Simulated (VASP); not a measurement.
# GeCl2 (P6mm) in VASP: further runs

The runs below take GeCl2 through single point, relaxation of cell and atoms, with PBE.

Program: VASP 6.6.1. These are calculated values, not measurements. Logs are shortened: lines on timing, memory, paths and dates and some standing lists are left out, and cuts for length are marked.

## Step 1: The cell of the first run

It takes space group P6mm (No. 183, hexagonal). Conventional cell: a = 3.353 Å, b = 3.353 Å, c = 5.736 Å, α = 90.00°, β = 90.00°, γ = 120.00°. Within 3.5 Å of Ge (site symmetry 6mm) lie 6 Cl at 2.66 Å and 6 Ge at 3.35 Å. Cl (site symmetry 3m) has 3 Cl at 1.94 Å and 3 Ge at 2.66 Å within 2.7 Å.

The cell was built from a structure type or drawn by symmetry, and may not be a known phase.

## Step 2: Single point, PBE

Input file INCAR:

```
PREC     = Accurate       # precision mode
ENCUT    = 520            # plane-wave cutoff, eV
EDIFF    = 1E-6           # SCF threshold, eV
ISMEAR   = 0              # smearing method
SIGMA    = 0.1            # smearing width, eV
LREAL    = F              # projectors in reciprocal space
LASPH    = T              # aspherical terms in the spheres
NELM     = 100            # most SCF steps
ALGO     = Normal         # electronic algorithm
ISIF     = 2              # what is computed and relaxed
LWAVE    = F              # write WAVECAR
LCHARG   = F              # write CHGCAR
GGA      = PE             # functional
NBANDS   = 21             # bands
```

Input file KPOINTS:

```
regular mesh
0
Gamma
  6 6 4
```

Input file POSCAR:

```
GeCl2
1.0
    3.3534562300      0.0000000000      0.0000000000
   -1.6767281200      2.9041782900      0.0000000000
    0.0000000000      0.0000000000      5.7358321100
Ge Cl
1 2
Direct
    0.0000000000      0.0000000000      0.9745411400
    0.3333333300      0.6666666700      0.6565567100
    0.6666666700      0.3333333300      0.6565567100
```

Potentials or basis: VASP PAW PBE potentials, release 64 (Ge_d, Cl).

Run with:

```bash
$ cat potpaw_PBE.64/Ge_d/POTCAR potpaw_PBE.64/Cl/POTCAR > POTCAR
$ mpirun -np 1 vasp_std > vasp.out
```

OUTCAR:

```text
PREC = Accurate
   ENCUT = 520
   EDIFF = 1E-6
   ISMEAR = 0
   LREAL = F
   LASPH = T
   NELM = 100
   ISIF = 2
   GGA = PE

 ion  position               nearest neighbor table
   1  0.000  0.000  0.975-   2 2.66   3 2.66   3 2.66   2 2.66   3 2.66   2 2.66
   2  0.333  0.667  0.657-   3 1.94   3 1.94   3 1.94   1 2.66   1 2.66   1 2.66
   3  0.667  0.333  0.657-   2 1.94   2 1.94   2 1.94   1 2.66   1 2.66   1 2.66

  LATTYP: Found a hexagonal cell.
 ALAT       =     3.3534562300
 C/A-ratio  =     1.7104240272

  Lattice vectors:

 A1 = (   3.3534562300,   0.0000000000,   0.0000000000)
 A2 = (  -1.6767281200,   2.9041782900,   0.0000000000)
 A3 = (   0.0000000000,   0.0000000000,   5.7358321100)

Analysis of symmetry for initial positions (statically):
=====================================================================
 Subroutine PRICEL returns:
 Original cell was already a primitive cell.

 Routine SETGRP: Setting up the symmetry group for a
 hexagonal supercell.

 Subroutine GETGRP returns: Found 12 space group operations
 (whereof 12 operations were pure point group operations)
 out of a pool of 24 trial point group operations.

The static configuration has the point symmetry C_6v.

Analysis of symmetry for dynamics (positions and initial velocities):
=====================================================================
 Subroutine PRICEL returns:
 Original cell was already a primitive cell.

 Routine SETGRP: Setting up the symmetry group for a
 hexagonal supercell.

 Subroutine GETGRP returns: Found 12 space group operations
 (whereof 12 operations were pure point group operations)
 out of a pool of 24 trial point group operations.

The dynamic configuration has the point symmetry C_6v.

 Subroutine INISYM returns: Found 12 space group operations
 (whereof 12 operations are pure point group operations),
 and found     1 'primitive' translations

----------------------------------------------------------------------------------------

                                     Primitive cell

  volume of cell :      55.8615

  direct lattice vectors                    reciprocal lattice vectors
     3.353456230  0.000000000  0.000000000     0.298199807  0.172165739  0.000000000
    -1.676728120  2.904178290  0.000000000     0.000000000  0.344331477  0.000000000
     0.000000000  0.000000000  5.735832110     0.000000000  0.000000000  0.174342620

  length of vectors
     3.353456230  3.353456236  5.735832110     0.344331478  0.344331477  0.174342620

  position of ions in fractional coordinates (direct lattice)
     0.000000000  0.000000000  0.974541140
     0.333333330  0.666666670  0.656556710
     0.666666670  0.333333330  0.656556710

  ion indices of the primitive-cell ions
   primitive index   ion index
                 1           1
                 2           2
                 3           3

----------------------------------------------------------------------------------------

 KPOINTS: regular mesh

Automatic generation of k-mesh.
 Grid dimensions read from file:
 generate k-points for:    6    6    4

 Generating k-lattice:

  Cartesian coordinates                     Fractional coordinates (reciprocal lattice)
     0.049699968  0.028694290  0.000000000     0.166666667  0.000000000  0.000000000
     0.000000000  0.057388579  0.000000000     0.000000000  0.166666667  0.000000000
     0.000000000  0.000000000  0.043585655     0.000000000  0.000000000  0.250000000

  Length of vectors
     0.057388580  0.057388579  0.043585655

  Shift w.r.t. Gamma in fractional coordinates (k-lattice)
     0.000000000  0.000000000  0.000000000

 Subroutine IBZKPT returns following result:
 ===========================================

 Found     21 irreducible k-points:

 Following reciprocal coordinates:
            Coordinates               Weight
  0.000000  0.000000  0.000000      1.000000
  0.166667 -0.000000  0.000000      6.000000
  0.333333  0.000000  0.000000      6.000000
  0.500000  0.000000  0.000000      3.000000
  0.166667  0.166667  0.000000      6.000000
  0.333333  0.166667  0.000000     12.000000
[... 13 lines left out ...]
  0.333333  0.166667  0.500000     12.000000
  0.333333  0.333333  0.500000      2.000000
   k-points           NKPTS =     21   k-points in BZ     NKDIM =     21   number of bands    NBANDS=     21
   number of dos      NEDOS =    301   number of ions     NIONS =      3
   total plane-waves  NPLWV =  37632
   dimension x,y,z NGX =    28 NGY =   28 NGZ =   48
   dimension x,y,z NGXF=    56 NGYF=   56 NGZF=   96
   ions per type =               1   2
   NGX,Y,Z   is equivalent  to a cutoff of  13.88, 13.88, 13.91 a.u.
   NGXF,Y,Z  is equivalent  to a cutoff of  27.76, 27.76, 27.82 a.u.
 SYSTEM =  unknown system
   PREC   = accura    normal or accurate (medium, high low for compatibility)
   ISTART =      0    job   : 0-new  1-cont  2-samecut
   ICHARG =      2    charge: 1-file 2-atom 10-const
   ISPIN  =      1    spin polarized calculation?
   LNONCOLLINEAR =      F non collinear calculations
   LSORBIT =      F    spin-orbit coupling
   LASPH  =      T    aspherical Exc in radial PAW
   ENCUT  =  520.0 eV  38.22 Ry    6.18 a.u.   6.24  6.24 10.66*2*pi/ulx,y,z
   NELM   =    100;   NELMIN=  2; NELMDL= -5     # of ELM steps
   EDIFF  = 0.1E-05   stopping-criterion for ELM
   LREAL  =      F    real-space projection
   EDIFFG = 0.1E-04   stopping-criterion for IOM
   NSW    =      0    number of steps for IOM
   IBRION =     -1    ionic relax: 0-MD 1-quasi-New 2-CG
   NFREE  =      0    steps in history (QN), initial steepest desc. (CG)
   ISIF   =      2    stress and relaxation
   ISYM   =      2    0-nonsym 1-usesym 2-fastsym
   POTIM  = 0.5000    time-step for ionic-motion
   TEBEG  =    0.0;   TEEND  =   0.0 temperature during run
   PSTRESS=    0.0 pullay stress
   NELECT =      28.0000    total number of electrons
   NUPDOWN=      -1.0000    fix difference up-down
   EMIN   =  10.00;   EMAX   =-10.00  energy-range for DOS
   EFERMI =   0.00;   METHOD = LEGACY
   ISMEAR =     0;   SIGMA  =   0.10  broadening in eV -4-tet -1-fermi 0-gaus
   EFERMI_NEDOS =   21; number of points for ismear=-14 and -15
   IALGO  =     38    algorithm
   IMIX   =      4    mixing-type and parameters
     AMIX     =   0.40;   BMIX     =  1.00
     AMIX_MAG =   1.60;   BMIX_MAG =  1.00
  volume/ion in A,a.u.               =      18.62       125.66
  Fermi-wavevector in a.u.,A,eV,Ry     =   1.300439  2.457474 23.009386  1.691142
  Thomas-Fermi vector in A             =   2.431638
   LORBIT       =      0    0 simple, 1 ext, 2 COOP (PROOUT), +10 PAW based schemes
   GGA     = PE    functional components
   LHFCALC =     F    Hartree Fock is set to
   AEXX    =    0.0000 exact exchange contribution
   IVDW    =     0    specifies the selected vdW correction
   LEPSILON=     F    determine dielectric tensor
   LRPA    =     F    only Hartree local field effects (RPA)
 non-spin polarized calculation
 Gauss-broadening in eV      SIGMA  =   0.10
  energy-cutoff  :      520.00
  volume of cell :       55.86
 maximum number of plane-waves:      1521
 NGX is ok and might be reduce to    28
   NGX = 13   NGY = 13   NGZ = 21

 number of electron      28.0000008 magnetization

 Free energy of the ion-electron system (eV)
  ---------------------------------------------------
  ext. energy  EPLUGINS =         0.00000000
  ---------------------------------------------------
  free energy    TOTEN  =         1.85594708 eV

  energy without entropy =        1.88940589  energy(sigma->0) =        1.87267649

 E-fermi :   7.0308     XC(G=0):  -9.9449

 val. band max:        7.0289470331   @ k =   0.1667   0.1667   0.0000
 cond. band min:       7.0380231670   @ k =   0.3333   0.0000   0.0000
 fundamental gap:      0.0090761339
 Fermi energy:         7.0308186550

 k-point     1 :       0.0000    0.0000    0.0000
  band No.  band energies     occupation
      1     -18.4578      2.00000
      2     -18.4156      2.00000
      3     -18.4156      2.00000
      4     -18.3662      2.00000
      5     -18.3662      2.00000
      6     -17.4757      2.00000
[... 13 lines left out ...]
     20      14.0246      0.00000
     21      14.0246      0.00000

 k-point     2 :       0.1667   -0.0000    0.0000
  band No.  band energies     occupation
      1     -18.4525      2.00000
      2     -18.4286      2.00000
      3     -18.4170      2.00000
      4     -18.3677      2.00000
      5     -18.3582      2.00000
      6     -17.0856      2.00000
[... 13 lines left out ...]
     20      14.8069      0.00000
     21      15.3546      0.00000

 k-point     3 :       0.3333    0.0000    0.0000
  band No.  band energies     occupation
      1     -18.4520      2.00000
      2     -18.4358      2.00000
      3     -18.4198      2.00000
      4     -18.3705      2.00000
      5     -18.3423      2.00000
      6     -15.9999      2.00000
[... 13 lines left out ...]
     20      14.6409      0.00000
     21      15.2749      0.00000

 k-point     4 :       0.5000    0.0000    0.0000
  band No.  band energies     occupation
      1     -18.4565      2.00000
      2     -18.4331      2.00000
      3     -18.4211      2.00000
      4     -18.3714      2.00000
      5     -18.3343      2.00000
      6     -14.9523      2.00000
[... 13 lines left out ...]
     20      14.5838      0.00000
     21      15.3814      0.00000

 k-point     5 :       0.1667    0.1667    0.0000
  band No.  band energies     occupation
      1     -18.4489      2.00000
      2     -18.4355      2.00000
      3     -18.4210      2.00000
      4     -18.3675      2.00000
      5     -18.3488      2.00000
      6     -16.3405      2.00000
[... 13 lines left out ...]
     20      15.3457      0.00000
     21      16.1299      0.00000
[... 310 lines left out ...]
     20      14.6297      0.00000
     21      14.7884      0.00000

 k-point    19 :       0.1667    0.1667    0.5000
  band No.  band energies     occupation
      1     -18.4489      2.00000
      2     -18.4356      2.00000
      3     -18.4210      2.00000
      4     -18.3675      2.00000
      5     -18.3487      2.00000
      6     -16.3383      2.00000
[... 13 lines left out ...]
     20      16.4402      0.00000
     21      16.7515      0.00000

 k-point    20 :       0.3333    0.1667    0.5000
  band No.  band energies     occupation
      1     -18.4515      2.00000
      2     -18.4316      2.00000
      3     -18.4266      2.00000
      4     -18.3656      2.00000
      5     -18.3409      2.00000
      6     -15.0400      2.00000
[... 13 lines left out ...]
     20      14.4653      0.00000
     21      15.2390      0.00000

 k-point    21 :       0.3333    0.3333    0.5000
  band No.  band energies     occupation
      1     -18.4405      2.00000
      2     -18.4405      2.00000
      3     -18.4286      2.00000
      4     -18.3520      2.00000
      5     -18.3520      2.00000
      6     -13.6714      2.00000
[... 13 lines left out ...]
     20      13.5459      0.00000
     21      14.1050      0.00000

------------------------ aborting loop because EDIFF is reached ----------------------------------------

  FORCE on cell =-STRESS in cart. coord.  units (eV):
  Direction    XX          YY          ZZ          XY          YZ          ZX
  --------------------------------------------------------------------------------------
  -------------------------------------------------------------------------------------
  Total       28.2203565     28.2203566      4.5173195     -0.0000000     -0.0000000      0.0000000
  in kB      809.3953977    809.3954001    129.5624174     -0.0000014     -0.0000000      0.0000000
  external PRESSURE =     582.7844050 kB  Pullay stress =       0.0000000 kB

 VOLUME and BASIS-vectors are now :
 -----------------------------------------------------------------------------
  energy-cutoff  :      520.00
  volume of cell :       55.86
      direct lattice vectors                 reciprocal lattice vectors
     3.353456230  0.000000000  0.000000000     0.298199807  0.172165739  0.000000000
    -1.676728120  2.904178290  0.000000000     0.000000000  0.344331477  0.000000000
     0.000000000  0.000000000  5.735832110     0.000000000  0.000000000  0.174342620

 POSITION                                       TOTAL-FORCE (eV/Angst)
 -----------------------------------------------------------------------------------
      0.00000      0.00000      5.58980        -0.000000      0.000000      2.666162
     -0.00000      1.93612      3.76590         0.000000      0.000000     -1.333081
      1.67673      0.96806      3.76590        -0.000000     -0.000000     -1.333081
 -----------------------------------------------------------------------------------
    total drift:                                0.000000      0.000000     -0.000343

  FREE ENERGIE OF THE ION-ELECTRON SYSTEM (eV)
  ---------------------------------------------------
  free  energy   TOTEN  =         1.8559470840 eV

  energy  without entropy=        1.8894058892  energy(sigma->0) =        1.87267649
```

It took 15 s on 1 thread of Intel Xeon 6975P-C (Granite Rapids), shared host; peak memory 0.18 GiB.

Results:

```
Free energy            : 1.8559 eV
Pressure               : 58.3 GPa
Largest force          : 2.666 eV/Å
Band gap on the k mesh : zero (bands 14 and 15 overlap by 2.03 eV)
```

Forces on the atoms (eV/Å):
```
Ge   0.000  0.000  2.666
Cl   0.000  0.000 -1.333
Cl   0.000  0.000 -1.333
```

Caveat: the k points lie up to 0.36 Å⁻¹ apart, too coarse for converged energies and pressures of a metal; forces of over 1 eV/Å act on the atoms, so gaps and moduli don't describe the material at rest.

## Step 3: Relaxation of cell and atoms, PBE

Input file INCAR:

```
SYSTEM = GeCl2
PREC = Accurate
ENCUT = 600
EDIFF = 1E-6
ISMEAR = 0
SIGMA = 0.1
LREAL = .False.
LASPH = .True.
NELM = 80
ALGO = Normal
ISIF = 3
LWAVE = .False.
LCHARG = .False.
GGA = PE
IBRION = 2
NSW = 90
EDIFFG = -0.04
```

Input file KPOINTS:

```
Automatic mesh
0
Gamma
  6 6 4
  0 0 0
```

POSCAR is that of step 2.

Potentials or basis: VASP PAW PBE potentials, release 64 (Ge_d, Cl).

Run with:

```bash
$ cat potpaw_PBE.64/Ge_d/POTCAR potpaw_PBE.64/Cl/POTCAR > POTCAR
$ mpirun -np 1 vasp_std > vasp.out
```

It took 3.9 min on 1 thread of Intel Xeon 6975P-C (Granite Rapids), shared host; peak memory 0.21 GiB.

The run converged. Its results:

```yaml
Free_energy: -8.4596 eV
Relaxed_volume: 21.32 Å³/atom
Relaxed_cell: a = 5.017 Å, b = 5.017 Å, c = 2.934 Å, α = 90.00°, β = 90.00°, γ = 120.00°
Space_group_after_relaxing_to_0.1_Å: P6/mmm (No. 191)
Energy_gained_by_relaxing: 3437.9 meV/atom
Ionic_steps: 27
Pressure_after_relaxing: 0.0 GPa
Band_gap_on_the_k_mesh: zero (bands 14 and 15 overlap by 1.67 eV)
```

Stress tensor (GPa, compression positive):
```
 0.08  0.00  0.00
 0.00  0.08  0.00
 0.00  0.00 -0.06
```

Step by step:
| step | energy change (eV) | largest force (eV/Å) | pressure (GPa) | volume (Å³) |
| --- | --- | --- | --- | --- |
| 1 | 0.0000 | 2.6662 | 58.34 | 55.86 |
| 2 | -7.1781 | 1.5175 | -2.75 | 126.75 |
| 3 | -7.2321 | 1.0780 | 0.47 | 103.05 |
| 4 | -7.2780 | 1.3365 | -1.48 | 114.57 |
| 5 | -7.2812 | 1.3047 | -1.30 | 113.16 |
| 6 | -7.7404 | 1.9905 | -1.33 | 109.65 |
| 7 | -9.3589 | 1.7936 | -3.15 | 96.77 |
| 8 | -9.5118 | 0.3162 | 4.87 | 59.47 |
| 9 | -9.5675 | 1.0981 | -5.37 | 85.47 |
| 10 | -9.6713 | 0.7731 | -6.02 | 79.13 |
| 11 | -9.9229 | 0.7096 | -2.85 | 70.55 |
| 12 | -9.9953 | 0.7013 | 4.00 | 60.62 |
| 13 | -10.0065 | 0.6977 | 1.58 | 63.18 |
| 14 | -10.0064 | 0.6971 | 2.00 | 62.73 |
| 15 | -10.0540 | 0.6794 | 2.16 | 62.38 |
| 16 | -10.1946 | 0.5123 | 2.57 | 61.30 |
| 17 | -10.0948 | 0.0451 | 4.84 | 58.98 |
| 18 | -10.2287 | 0.3384 | 3.06 | 60.50 |
| 19 | -10.2929 | 0.1843 | -1.25 | 65.06 |
| 20 | -10.2930 | 0.1914 | -1.11 | 64.86 |
| 21 | -10.3053 | 0.1171 | 0.08 | 64.30 |
| 22 | -10.3058 | 0.1303 | -0.14 | 64.40 |
| 23 | -10.3094 | 0.0989 | 0.01 | 64.06 |
| 24 | -10.3121 | 0.0288 | 0.55 | 63.29 |
| 25 | -10.3127 | 0.0118 | -0.16 | 64.07 |
| 26 | -10.3132 | 0.0062 | 0.05 | 63.75 |
| 27 | -10.3136 | 0.0019 | 0.03 | 63.96 |

Final structure:
```xyz
3
Lattice="5.0173 0.0000 0.0000 -2.5086 4.3451 0.0000 0.0000 0.0000 2.9340" Properties=species:S:1:pos:R:3 pbc="T T T"
Ge    0.0000    0.0000    2.2366
Cl    0.0000    2.8967    2.2377
Cl    2.5086    1.4484    2.2377
```

Levels at points of the mesh, in eV from the Fermi level:
| k point | band 10 | band 11 | band 12 | band 13 | band 14 | band 15 | band 16 | band 17 | band 18 |
| --- | --- | --- | --- | --- | --- | --- | --- | --- | --- |
| (0.00, 0.00, 0.00) | -4.34 | -3.24 | -3.24 | -0.50 | 0.47 | 3.29 | 3.29 | 7.43 | 8.52 |
| (0.50, 0.00, 0.00) | -2.36 | -2.35 | -1.10 | -0.16 | 0.14 | 2.00 | 2.48 | 7.03 | 8.35 |
| (0.00, 0.00, 0.50) | -3.40 | -3.40 | -3.21 | -2.05 | -2.05 | -1.13 | 4.74 | 4.74 | 7.17 |
| (0.50, 0.00, 0.50) | -4.25 | -4.01 | -1.94 | -1.46 | -1.16 | -0.45 | 3.84 | 4.26 | 5.45 |

Caveat: the k points lie up to 0.54 Å⁻¹ apart in the final cell, too coarse for converged energies and pressures of a metal; a cell axis changed by over 15 % at a fixed basis, so the end point is rough.
